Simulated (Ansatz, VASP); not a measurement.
**Two plane-wave programs on TaSi2**

```
Ta Si
1.0
     4.76099    0.00000    0.00000
    -2.38050    4.12314    0.00000
     0.00000    0.00000    6.29390
Ta Si
3 6
Direct
  0.50000 0.00000 0.00000
  0.50000 0.50000 0.66667
  0.00000 0.50000 0.33333
  0.15809 0.31618 0.00000
  0.84191 0.15809 0.66667
  0.68382 0.84191 0.33333
  0.84191 0.68382 0.00000
  0.15809 0.84191 0.66667
  0.31618 0.15809 0.33333
```

Change from the starting cell: strain along c alone, the other axes held, atoms relaxed: -4.0 %.

Alike in both runs: functional PBEsol; k mesh 12 × 12 × 6; occupations gaussian, width 0.1 eV; no spin polarisation.

Ansatz relaxed the structure, and its values are those at the end. VASP's run is a single point on that final structure, the one shown.

|  | VASP | Ansatz |
| --- | --- | --- |
| version | VASP 6.6.1 | Ansatz 0.2.0 |
| potentials or method | VASP PAW PBE potentials, release 64 (Ta_pv, Si), cutoff 520 eV | scalar-relativistic, plane waves, PAW |
| valence electrons in the cell | 57 | 63 |

|  | VASP | Ansatz | Ansatz less VASP |
| --- | --- | --- | --- |
| gap on the k mesh at the Fermi level (eV) | none | none | - |
| pressure (GPa) | 10.7 | 10.3 | -0.40 |

VASP's potentials were made for PBE, not for PBEsol. A gap of «none» marks a metal or a gap that the smearing closes. VASP's potentials hold 57 valence electrons a cell and Ansatz's 63, so a difference there can come from the potentials and not from the codes. Ansatz's warnings: stress scf threshold loose.

Spin-orbit coupling is off throughout.
